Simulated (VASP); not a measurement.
A run of VASP 6.6.1 is set up as follows.

File INCAR:

```
SYSTEM = Ni
ALGO = Normal
EDIFF = 1E-6
ENCUT = 520
GGA = PE
ISIF = 2
ISMEAR = 1
ISPIN = 2
LASPH = .TRUE.
LCHARG = .TRUE.
LELF = .TRUE.
LMAXMIX = 4
LORBIT = 11
LREAL = .FALSE.
LVHAR = .TRUE.
LWAVE = .FALSE.
MAGMOM = 1.5
NBANDS = 15
NELM = 150
PREC = Accurate
SIGMA = 0.3
```

KPOINTS

```
k-points
0
G
  14 14 14
  0 0 0
```

Contents of POSCAR:

```
Ni
1.0
    0.0000000000      1.7851260800      1.7851260800
    1.7851260800      0.0000000000      1.7851260800
    1.7851260800      1.7851260800      0.0000000000
Ni
1
Direct
    0.0000000000      0.0000000000      0.0000000000
```

Potentials or basis: VASP PAW PBE potentials, release 64 (Ni).

The run is started by

```sh
$ cat potpaw_PBE.64/Ni/POTCAR > POTCAR
$ mpirun -np 1 vasp_std > vasp.out
```

Problem. What does it give for the pressure?

Solution. -7.7 GPa.

Problem. Estimate the net moment.

Solution. 0.63 μB per cell.

Problem. Predict the site moments.

Solution. Ni +0.65 μB.
